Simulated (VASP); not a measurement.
TiC2S2N2: single point with HSE06

The system is TiC2S2N2.

```
Ti N C S
1.0
     0.00000    3.64997    0.00000
     5.29863   -1.82498    0.00000
     1.86996    0.00000   -5.92749
Ti N C S
1 2 2 2
Direct
  0.00000 0.00000 0.00000
  0.86750 0.73500 0.83010
  0.13250 0.26500 0.16990
  0.76330 0.52660 0.79140
  0.23670 0.47340 0.20860
  0.62220 0.24440 0.74570
  0.37780 0.75560 0.25430
```

```json
{
 "Program": "VASP 6.6.1",
 "Task": "single point",
 "Functional": "HSE06",
 "Potentials or basis": "VASP PAW PBE potentials, release 64 (Ti_sv, N, C, S)",
 "Cutoff": "520 eV",
 "k mesh": "3 × 2 × 2",
 "Occupations": "gaussian, width 0.1257 eV",
 "Spin": "no spin polarisation",
 "Dipole correction": "no",
 "Grid for exact exchange (PRECFOCK)": "Fast",
 "Further INCAR settings": "ALGO = Normal; EDIFF = 1e-06; NBANDS = 30; ISYM = 0",
 "Share of exact exchange": "0.25",
 "Screening parameter": "0.2079 1/Å"
}
```

```json
{
 "Pressure": "1.0 GPa",
 "Largest force": "3.221 eV/Å",
 "Band gap on the k mesh": "zero (bands 21 and 22 overlap by 0.63 eV)"
}
```

Forces on the atoms (eV/Å):
```
Ti   0.000  0.000  0.000
N   -2.372 -0.032  0.210
N    2.372  0.032 -0.210
C    3.190  0.018 -0.442
C   -3.190 -0.018  0.442
S   -1.201  0.024  0.800
S    1.201 -0.024 -0.800
```

Stress tensor (GPa, compression positive):
```
-1.11  0.80 -0.78
 0.80  0.76  0.08
-0.78  0.08  3.36
```

Levels at points of the mesh, in eV from the Fermi level:
| k point | band 18 | band 19 | band 20 | band 21 | band 22 | band 23 | band 24 | band 25 |
| --- | --- | --- | --- | --- | --- | --- | --- | --- |
| (0.00, 0.00, 0.00) | -4.60 | -3.93 | -3.86 | 0.19 | 0.86 | 0.93 | 2.28 | 2.63 |
| (0.00, 0.50, 0.00) | -4.29 | -3.49 | -2.95 | -0.55 | -0.40 | 0.93 | 2.87 | 3.29 |
| (0.00, 0.00, 0.50) | -4.61 | -4.04 | -3.94 | 0.23 | 0.91 | 1.02 | 2.43 | 2.91 |
| (0.00, 0.50, 0.50) | -4.27 | -3.31 | -2.92 | -0.45 | -0.39 | 1.24 | 2.73 | 2.95 |

Wall time 7.6 min on 1 thread of AMD EPYC 7R13 Processor (Zen 3), on a shared host, peak memory 0.33 GiB.

Caveat: the k points lie up to 0.62 Å⁻¹ apart, too coarse for converged energies and pressures of a metal; the PAW data sets were made with another functional, which shifts forces and pressure a little; this functional lacks dispersion, which binds the layers, so the pressure and a relaxed spacing across them are unreliable.
